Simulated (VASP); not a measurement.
Here is a VASP 6.6.1 calculation.

The input POSCAR:

```
La
1.0
    3.7500000000      0.0000000000      0.0000000000
   -1.8750000000      3.2475952642      0.0000000000
    0.0000000000      0.0000000000      6.0700000000
La
2
Direct
    0.6666666667      0.3333333333      0.7500000000
    0.3333333333      0.6666666667      0.2500000000
```

Contents of INCAR.step1:

```
SYSTEM = La
ALGO = Normal
EDIFF = 1E-5
ENCUT = 520
GGA = PE
ISIF = 2
ISMEAR = -1
LASPH = .True.
LCHARG = .False.
LREAL = .False.
LWAVE = .True.
NBANDS = 18
NELM = 100
PREC = Accurate
SIGMA = 0.05
```

File INCAR.step2:

```
SYSTEM = La
AEXX = 0.25
ALGO = Normal
EDIFF = 1E-6
ENCUT = 520
ISIF = 2
ISMEAR = -1
ISTART = 1
LASPH = .True.
LCHARG = .False.
LHFCALC = .True.
LMIXTAU = .True.
LREAL = .False.
LWAVE = .False.
METAGGA = R2SCAN
NBANDS = 18
NELM = 100
PREC = Accurate
PRECFOCK = Normal
SIGMA = 0.05
```

KPOINTS

```
k-points
0
Gamma
  5 5 3
  0 0 0
```

Potentials or basis: VASP PAW PBE potentials, release 64 (La).

The run is started by

```console
$ cat potpaw_PBE.64/La/POTCAR > POTCAR
$ cp INCAR.step1 INCAR
$ mpirun -np 1 vasp_std > vasp.out
$ cp INCAR.step2 INCAR
$ mpirun -np 1 vasp_std > vasp.out
```

Problem. Predict the band gap on the k mesh.

Solution. Zero (bands 11 and 12 overlap by 2.95 eV).

Problem. What does it give for the pressure?

Solution. 1.5 GPa.

Stress tensor (GPa, compression positive):
```
 2.42  0.00  0.00
 0.00  2.42  0.00
 0.00  0.00 -0.37
```

Caveat: the k points lie up to 0.39 Å⁻¹ apart, too coarse for converged energies and pressures of a metal; the PAW data sets were made with another functional, which shifts forces and pressure a little; spin-orbit coupling is left out, which moves the levels of the heavy elements.
